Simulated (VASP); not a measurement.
Set up this calculation in VASP 6.6.1, as the native input.

- Task: single point
- Functional: LDA
- Potentials or basis: VASP PAW LDA potentials, release 64 (Ti_sv, Zn)
- Cutoff: 520 eV
- k mesh: 10 × 10 × 10
- Occupations: gaussian, width 0.1 eV
- Spin: no spin polarisation
- Dipole correction: no
- Further INCAR settings: ALGO = Fast; EDIFF = 1e-06; NBANDS = 32

The structure of Ti3Zn lies in POSCAR:

```
Ti3Zn
1.0
    3.9097441603      0.0000000000      0.0000000000
    0.0000000000      3.9097441603      0.0000000000
    0.0000000000      0.0000000000      3.9097441603
Ti Zn
3 1
Direct
    0.0000000000      0.5000000000      0.5000000000
    0.5000000000      0.0000000000      0.5000000000
    0.5000000000      0.5000000000      0.0000000000
    0.0000000000      0.0000000000      0.0000000000
```

One way to write it, as run:

INCAR

```
ALGO = Fast ; EDIFF = 1E-6
ENCUT = 520 ; ISIF = 2
ISMEAR = 0 ; LASPH = T
LCHARG = T ; LELF = T
LREAL = F ; LVHAR = T
LWAVE = F ; NBANDS = 32
NELM = 100 ; PREC = Accurate
SIGMA = 0.1
```

KPOINTS

```
k-points
0
Gamma
  10 10 10
```

Potentials or basis: VASP PAW LDA potentials, release 64 (Ti_sv, Zn).

The run is started by

```sh
$ cat potpaw_LDA.64/Ti_sv/POTCAR potpaw_LDA.64/Zn/POTCAR > POTCAR
$ mpirun -np 1 vasp_std > vasp.out
```

It gave:

```yaml
Pressure: 0.1 GPa
Band_gap_on_the_k_mesh: zero (bands 24 and 25 overlap by 0.45 eV)
```

It took 3.7 min on 1 thread of Intel(R) Xeon(R) 6975P-C (Granite Rapids), with other jobs on the host, peak memory 0.21 GiB.
